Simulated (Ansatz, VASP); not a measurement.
## Two plane-wave programs on Al

```
Al
1.0
    -1.63600    1.63600    1.63600
     1.63600   -1.63600    1.63600
     1.63600    1.63600   -1.63600
Al
1
Cartesian
  0.0000 0.0000 0.0000
```

Alike in both runs: task single point; functional LDA; k mesh 22 × 22 × 22; occupations gaussian, width 0.15 eV; no spin polarisation.

|  | VASP | Ansatz |
| --- | --- | --- |
| version | VASP 6.6.1 | Ansatz 0.2.0 |
| potentials or method | VASP PAW LDA potentials, release 64 (Al), cutoff 520 eV | scalar-relativistic, plane waves, PAW |
| valence electrons in the cell | 3 | 3 |

```csv
,VASP,Ansatz,Ansatz less VASP
gap on the k mesh at the Fermi level (eV),none,none,-
pressure (GPa),-4.8,-4.9,-0.04
```

LDA's correlation is that of Perdew and Zunger in VASP and of Perdew and Wang (1992) in Ansatz. A gap of «none» marks a metal or a gap that the smearing closes.
